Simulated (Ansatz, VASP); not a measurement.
# Nb2Si2O: VASP beside Ansatz

```xyz
5
Lattice="3.0557 -3.1595 0.0000 3.0557 3.1595 0.0000 0.0000 0.0000 3.6483" Properties=species:S:1:pos:R:3 pbc="T T T"
Nb    1.5279    1.5797    0.0000
Nb    1.5279   -1.5797    0.0000
Si    0.0000    0.0000    1.8242
Si    3.0557    0.0000    1.8242
O     3.0557    0.0000    0.0000
```

Alike in both runs: functional PBE; k mesh 8 × 8 × 10; occupations gaussian, width 0.1 eV; no spin polarisation.

Ansatz relaxed the structure, and its values are those at the end. VASP's run is a single point on that final structure, the one shown.

|  | VASP | Ansatz |
| --- | --- | --- |
| version | VASP 6.6.1 | Ansatz 0.2.0 |
| potentials or method | VASP PAW PBE potentials, release 64 (Nb_sv, Si, O), cutoff 520 eV | scalar-relativistic, plane waves, PAW |
| valence electrons in the cell | 40 | 40 |

```csv
,VASP,Ansatz,Ansatz less VASP
gap on the k mesh at the Fermi level (eV),none,none,-
pressure (GPa),-0.2,0.0,+0.15
```

A gap of «none» marks a metal or a gap that the smearing closes.
